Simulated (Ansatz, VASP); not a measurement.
## Two plane-wave programs on SnO2

```
Sn O
1.0
     1.61709    0.93363    4.80059
    -1.61709    0.93363    4.80059
     0.00000   -1.86726    4.80059
Sn O
1 2
Cartesian
  0.0450 0.0000 7.2009
  0.0000 0.0000 3.4157
  0.0000 0.0000 10.9861
```

Change from the starting cell: one atom moved.

Alike in both runs: task single point; functional PBE; k mesh 12 × 12 × 12; occupations gaussian, width 0.02 eV; no spin polarisation.

```csv
,VASP,Ansatz
version,VASP 6.6.1,Ansatz 0.2.0
potentials or method,"VASP PAW PBE potentials, release 64 (Sn_d, O), cutoff 520 eV","scalar-relativistic, plane waves, PAW"
valence electrons in the cell,26,26
```

VASP gave:

| Quantity | Value |
| --- | --- |
| gap on the k mesh at the Fermi level (eV) | 1.91 |
| least direct gap on the mesh (eV) | 2.02 |
| pressure (GPa) | 0.2 |
| traceless stress, the component that is largest in VASP (GPa) | -0.57 |
| rms of the force components (eV/Å) | 0.249 |

Which values does Ansatz return?

gap on the k mesh at the Fermi level (eV): 1.94; least direct gap on the mesh (eV): 2.04; pressure (GPa): -0.4; traceless stress, the component that is largest in VASP (GPa): -0.22; rms of the force components (eV/Å): 0.245.

Atom by atom the forces differ by 0.025 eV/Å (rms over components).
